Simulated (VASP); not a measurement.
Input of a VASP 6.6.1 run:

The input POSCAR:

```
Si
1.0
    2.7416668312      2.7416668312      0.0000000000
   -2.7416668312      2.7416668312      0.0000000000
    0.0000000000      2.7416668312      2.7416668312
Si
2
Direct
    0.2500000000      0.7500000000      0.5000000000
    0.0000000000      0.0000000000      0.0000000000
```

The input INCAR.step1:

```
ALGO = Normal
EDIFF = 1E-4
ENCUT = 520
GGA = PE
ISMEAR = 0
LASPH = True
LCHARG = False
LREAL = False
LWAVE = True
NBANDS = 11
NELM = 60
PREC = Accurate
SIGMA = 0.01
```

Contents of INCAR.step2:

```
ALGO = Normal
EDIFF = 1E-7
ENCUT = 520
ISIF = 2
ISMEAR = 0
ISTART = 1
LASPH = True
LCHARG = True
LELF = True
LMIXTAU = True
LREAL = False
LVHAR = True
LWAVE = False
METAGGA = R2SCAN
NBANDS = 11
NELM = 60
PREC = Accurate
SIGMA = 0.01
```

Contents of KPOINTS:

```
k-points
0
Gamma
  8 8 8
```

Potentials or basis: VASP PAW PBE potentials, release 64 (Si).

Launch:

```bash
$ cat potpaw_PBE.64/Si/POTCAR > POTCAR
$ cp INCAR.step1 INCAR
$ mpirun -np 1 vasp_std > vasp.out
$ cp INCAR.step2 INCAR
$ mpirun -np 1 vasp_std > vasp.out
```

Task: What does it give for the pressure?

Result: -2.2 GPa.

Task: What does it give for the band gap on the k mesh?

Result: 0.86 eV, indirect (least direct gap 2.74 eV).

Caveat: the PAW data sets were made with another functional, which shifts forces and pressure a little. A k mesh can miss the band edges.
